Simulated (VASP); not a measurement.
# Fe (P6_3/mmc) in VASP: further runs

Fe is run at these levels: revPBE+D4, PBEsol; tasks: single point.

All numbers are computed with VASP 6.6.1; they aren't measurements. Logs are shortened: lines on timing, memory, paths and dates and some standing lists are left out, and cuts for length are marked.

## (1) The cell of the first run

It takes space group P6_3/mmc (No. 194, hexagonal). The conventional cell has a = 2.442 Å, b = 2.442 Å, c = 3.871 Å, α = 90.00°, β = 90.00°, γ = 120.00°. Fe (site symmetry -6m2) has 12 Fe at 2.39 to 2.44 Å within 3.2 Å.

## (2) Single point, revPBE+D4, collinear spin, ferromagnetic start

INCAR reads:

```
  PREC = Accurate
  ENCUT = 520
  EDIFF = 1E-6
  ISMEAR = -1
  SIGMA = 0.05
  LREAL = F
  LASPH = T
  NELM = 150
  ALGO = Normal
  ISIF = 2
  LWAVE = F
  LCHARG = F
  ISPIN = 2
  MAGMOM = 3 3
  LORBIT = 11
  LMAXMIX = 4
  GGA = RE
  IVDW = 13
  NBANDS = 19
```

KPOINTS reads:

```
Automatic mesh
0
Gamma
  12 12 7
```

POSCAR reads:

```
Fe
1.0
    2.4421979519      0.0000000000      0.0000000000
   -1.2210989760      2.1150054674      0.0000000000
    0.0000000000      0.0000000000      3.8714113426
Fe
2
Direct
    0.6666666667      0.3333333333      0.7500000000
    0.3333333333      0.6666666667      0.2500000000
```

Potentials or basis: VASP PAW PBE potentials, release 64 (Fe).

On the command line:

```
$ cat potpaw_PBE.64/Fe/POTCAR > POTCAR
$ mpirun -np 1 vasp_std > vasp.out
```

OUTCAR:

```text
PREC = Accurate
   ENCUT = 520
   EDIFF = 1E-6
   ISMEAR = -1
   LREAL = F
   LASPH = T
   NELM = 150
   ISIF = 2
   ISPIN = 2
   LORBIT = 11
   GGA = RE
   IVDW = 13

 ion  position               nearest neighbor table
   1  0.667  0.333  0.750-   2 2.39   2 2.39   2 2.39   2 2.39   2 2.39   2 2.39
   2  0.333  0.667  0.250-   1 2.39   1 2.39   1 2.39   1 2.39   1 2.39   1 2.39

  LATTYP: Found a hexagonal cell.
 ALAT       =     2.4421979519
 C/A-ratio  =     1.5852160303

  Lattice vectors:

 A1 = (   2.4421979519,   0.0000000000,   0.0000000000)
 A2 = (  -1.2210989760,   2.1150054674,   0.0000000000)
 A3 = (   0.0000000000,   0.0000000000,   3.8714113426)

Analysis of symmetry for initial positions (statically):
=====================================================================
 Subroutine PRICEL returns:
 Original cell was already a primitive cell.

 Routine SETGRP: Setting up the symmetry group for a
 hexagonal supercell.

 Subroutine GETGRP returns: Found 24 space group operations
 (whereof 12 operations were pure point group operations)
 out of a pool of 24 trial point group operations.

The static configuration has the point symmetry D_3d.
 The point group associated with its full space group is D_6h.

Analysis of symmetry for dynamics (positions and initial velocities):
=====================================================================
 Subroutine PRICEL returns:
 Original cell was already a primitive cell.

 Routine SETGRP: Setting up the symmetry group for a
 hexagonal supercell.

 Subroutine GETGRP returns: Found 24 space group operations
 (whereof 12 operations were pure point group operations)
 out of a pool of 24 trial point group operations.

The dynamic configuration has the point symmetry D_3d.
 The point group associated with its full space group is D_6h.

Analysis of structural, dynamic, and magnetic symmetry:
=====================================================================
 Subroutine PRICEL returns:
 Original cell was already a primitive cell.

 Routine SETGRP: Setting up the symmetry group for a
 hexagonal supercell.

 Subroutine GETGRP returns: Found 24 space group operations
 (whereof 12 operations were pure point group operations)
 out of a pool of 24 trial point group operations.

The overall configuration has the point symmetry D_3d.
 The point group associated with its full space group is D_6h.

 Subroutine INISYM returns: Found 24 space group operations
 (whereof 12 operations are pure point group operations),
 and found     1 'primitive' translations

----------------------------------------------------------------------------------------

                                     Primitive cell

  volume of cell :      19.9969

  direct lattice vectors                    reciprocal lattice vectors
     2.442197952  0.000000000  0.000000000     0.409467218  0.236406008  0.000000000
    -1.221098976  2.115005467  0.000000000     0.000000000  0.472812017  0.000000000
     0.000000000  0.000000000  3.871411343     0.000000000  0.000000000  0.258303733

  length of vectors
     2.442197952  2.442197952  3.871411343     0.472812017  0.472812017  0.258303733

  position of ions in fractional coordinates (direct lattice)
     0.666666667  0.333333333  0.750000000
     0.333333333  0.666666667  0.250000000

  ion indices of the primitive-cell ions
   primitive index   ion index
                 1           1
                 2           2

----------------------------------------------------------------------------------------

 KPOINTS: Automatic mesh

Automatic generation of k-mesh.
 Grid dimensions read from file:
 generate k-points for:   12   12    7

 Generating k-lattice:

  Cartesian coordinates                     Fractional coordinates (reciprocal lattice)
     0.034122268  0.019700501  0.000000000     0.083333333  0.000000000  0.000000000
     0.000000000  0.039401001  0.000000000     0.000000000  0.083333333  0.000000000
     0.000000000  0.000000000  0.036900533     0.000000000  0.000000000  0.142857143

  Length of vectors
     0.039401001  0.039401001  0.036900533

  Shift w.r.t. Gamma in fractional coordinates (k-lattice)
     0.000000000  0.000000000  0.000000000

 Subroutine IBZKPT returns following result:
 ===========================================

 Found     76 irreducible k-points:

 Following reciprocal coordinates:
            Coordinates               Weight
  0.000000  0.000000  0.000000      1.000000
  0.083333  0.000000  0.000000      6.000000
  0.166667  0.000000  0.000000      6.000000
  0.250000  0.000000  0.000000      6.000000
  0.333333  0.000000  0.000000      6.000000
  0.416667  0.000000  0.000000      6.000000
[... 16 lines left out ...]
  0.250000  0.000000  0.142857     12.000000
  0.333333  0.000000  0.142857     12.000000
 [... further k-points ...]
   k-points           NKPTS =     76   k-points in BZ     NKDIM =     76   number of bands    NBANDS=     19
   number of dos      NEDOS =    301   number of ions     NIONS =      2
   total plane-waves  NPLWV =   9720
   dimension x,y,z NGX =    18 NGY =   18 NGZ =   30
   dimension x,y,z NGXF=    36 NGYF=   36 NGZF=   60
   ions per type =               2
   NGX,Y,Z   is equivalent  to a cutoff of  12.25, 12.25, 12.88 a.u.
   NGXF,Y,Z  is equivalent  to a cutoff of  24.51, 24.51, 25.77 a.u.
 SYSTEM =  unknown system
   PREC   = accura    normal or accurate (medium, high low for compatibility)
   ISTART =      0    job   : 0-new  1-cont  2-samecut
   ICHARG =      2    charge: 1-file 2-atom 10-const
   ISPIN  =      2    spin polarized calculation?
   LNONCOLLINEAR =      F non collinear calculations
   LSORBIT =      F    spin-orbit coupling
   LASPH  =      T    aspherical Exc in radial PAW
   ENCUT  =  520.0 eV  38.22 Ry    6.18 a.u.   4.54  4.54  7.20*2*pi/ulx,y,z
   NELM   =    150;   NELMIN=  2; NELMDL= -5     # of ELM steps
   EDIFF  = 0.1E-05   stopping-criterion for ELM
   LREAL  =      F    real-space projection
   EDIFFG = 0.1E-04   stopping-criterion for IOM
   NSW    =      0    number of steps for IOM
   IBRION =     -1    ionic relax: 0-MD 1-quasi-New 2-CG
   NFREE  =      0    steps in history (QN), initial steepest desc. (CG)
   ISIF   =      2    stress and relaxation
   ISYM   =      2    0-nonsym 1-usesym 2-fastsym
   POTIM  = 0.5000    time-step for ionic-motion
   TEBEG  =    0.0;   TEEND  =   0.0 temperature during run
   PSTRESS=    0.0 pullay stress
   NELECT =      16.0000    total number of electrons
   NUPDOWN=      -1.0000    fix difference up-down
   EMIN   =  10.00;   EMAX   =-10.00  energy-range for DOS
   EFERMI =   0.00;   METHOD = LEGACY
   ISMEAR =    -1;   SIGMA  =   0.05  broadening in eV -4-tet -1-fermi 0-gaus
   EFERMI_NEDOS =   21; number of points for ismear=-14 and -15
   IALGO  =     38    algorithm
   IMIX   =      4    mixing-type and parameters
     AMIX     =   0.40;   BMIX     =  1.00
     AMIX_MAG =   1.60;   BMIX_MAG =  1.00
  volume/ion in A,a.u.               =      10.00        67.47
  Fermi-wavevector in a.u.,A,eV,Ry     =   1.519827  2.872057 31.427761  2.309875
  Thomas-Fermi vector in A             =   2.628761
   LORBIT       =     11    0 simple, 1 ext, 2 COOP (PROOUT), +10 PAW based schemes
   GGA     = RE    functional components
   LHFCALC =     F    Hartree Fock is set to
   AEXX    =    0.0000 exact exchange contribution
   IVDW    =    13    specifies the selected vdW correction
   LEPSILON=     F    determine dielectric tensor
   LRPA    =     F    only Hartree local field effects (RPA)
 spin polarized calculation
  energy-cutoff  :      520.00
  volume of cell :       20.00
 maximum number of plane-waves:       557
   NGX =  9   NGY =  9   NGZ = 15

 number of electron      16.0000011 magnetization       0.0012292

 number of electron      16.0000011 magnetization      -0.0000591

 Free energy of the ion-electron system (eV)
  ---------------------------------------------------
  ext. energy  EPLUGINS =         0.00000000
  ---------------------------------------------------
  free energy    TOTEN  =       -15.41237513 eV

  energy without entropy =      -15.39257743  energy(sigma->0) =      -15.40247628

 E-fermi :   7.2367     XC(G=0): -13.8449

 val. band max:        7.2317341370   @ k =   0.3333   0.2500   0.2857
 cond. band min:       7.2656343147   @ k =   0.4167   0.0833   0.4286
 fundamental gap:      0.0339001776
 Fermi energy:         7.2367442345

 spin component 1

 k-point     1 :       0.0000    0.0000    0.0000
  band No.  band energies     occupation
      1      -1.8132      1.00000
      2       2.1743      1.00000
      3       5.5235      1.00000
      4       5.5235      1.00000
      5       5.6386      1.00000
      6       5.9979      1.00000
[... 11 lines left out ...]
     18      33.8217      0.00000
     19      34.7057      0.00000
[... 485 lines left out ...]
 k-point    24 :       0.3333    0.0000    0.1429
  band No.  band energies     occupation
      1       1.5955      1.00000
      2       3.0743      1.00000
      3       3.5362      1.00000
      4       4.4742      1.00000
      5       5.5570      1.00000
      6       5.5873      1.00000
[... 11 lines left out ...]
     18      31.3123      0.00000
     19      32.9432      0.00000

 [... further k-points ...]

 spin component 2

 k-point     1 :       0.0000    0.0000    0.0000
  band No.  band energies     occupation
      1      -1.8133      1.00000
      2       2.1742      1.00000
      3       5.5235      1.00000
      4       5.5235      1.00000
      5       5.6386      1.00000
      6       5.9978      1.00000
[... 11 lines left out ...]
     18      33.8216      0.00000
     19      34.7056      0.00000
[... 485 lines left out ...]
 k-point    24 :       0.3333    0.0000    0.1429
  band No.  band energies     occupation
      1       1.5954      1.00000
      2       3.0742      1.00000
      3       3.5362      1.00000
      4       4.4742      1.00000
      5       5.5570      1.00000
      6       5.5873      1.00000
[... 11 lines left out ...]
     18      31.3123      0.00000
     19      32.9431      0.00000

 [... further k-points ...]

------------------------ aborting loop because EDIFF is reached ----------------------------------------

  DFT-D4 for vdW energy calculation

  Edisp (eV):   -1.33347

  FORCE on cell =-STRESS in cart. coord.  units (eV):
  Direction    XX          YY          ZZ          XY          YZ          ZX
  --------------------------------------------------------------------------------------
  -------------------------------------------------------------------------------------
  Total      -0.08988    -0.08988    -0.09967     0.00000    -0.00000     0.00000
  in kB      -7.20160    -7.20160    -7.98603     0.00000    -0.00000     0.00000
  external pressure =       -7.46 kB  Pullay stress =        0.00 kB

 VOLUME and BASIS-vectors are now :
 -----------------------------------------------------------------------------
  energy-cutoff  :      520.00
  volume of cell :       20.00
      direct lattice vectors                 reciprocal lattice vectors
     2.442197952  0.000000000  0.000000000     0.409467218  0.236406008  0.000000000
    -1.221098976  2.115005467  0.000000000     0.000000000  0.472812017  0.000000000
     0.000000000  0.000000000  3.871411343     0.000000000  0.000000000  0.258303733

 POSITION                                       TOTAL-FORCE (eV/Angst)
 -----------------------------------------------------------------------------------
      1.22110      0.70500      2.90356        -0.000000      0.000000      0.000000
     -0.00000      1.41000      0.96785         0.000000     -0.000000      0.000000
 -----------------------------------------------------------------------------------
    total drift:                                0.000000     -0.000000     -0.000000

  FREE ENERGIE OF THE ION-ELECTRON SYSTEM (eV)
  ---------------------------------------------------
  free  energy   TOTEN  =       -16.7458411741 eV

  energy  without entropy=      -16.7260434712  energy(sigma->0) =      -16.73594232

 total charge

# of ion       s       p       d       tot
------------------------------------------
    1        0.545   0.656   6.356   7.557
    2        0.545   0.656   6.356   7.557
--------------------------------------------------
tot          1.090   1.311  12.713  15.115

 magnetization (x)

# of ion       s       p       d       tot
------------------------------------------
    1       -0.000  -0.000  -0.000  -0.000
    2       -0.000  -0.000  -0.000  -0.000
--------------------------------------------------
tot         -0.000  -0.000  -0.000  -0.000
```

Wall time 29 s (1 thread of Intel Xeon 6975P-C (Granite Rapids), shared host); peak memory 0.16 GiB.

What came out:

```
Free energy                                           : -16.7458 eV
Pressure                                              : -0.7 GPa
Band gap on the k mesh                                : zero (filled and empty bands overlap)
Net moment                                            : 0.00 μB per cell
Valence electrons inside the program's atomic spheres : Fe 7.56
Dispersion energy per atom                            : -0.667 eV
```

Stress tensor (GPa, compression positive):
```
-0.72  0.00  0.00
 0.00 -0.72  0.00
 0.00  0.00 -0.80
```

Caveat: the starting moments collapsed, and a magnetic state may lie lower; the PAW data sets were made with another functional, which shifts forces and pressure a little; pairwise dispersion overbinds metals, which lowers pressure and volume.

(Part 1 of 2 ends here.)
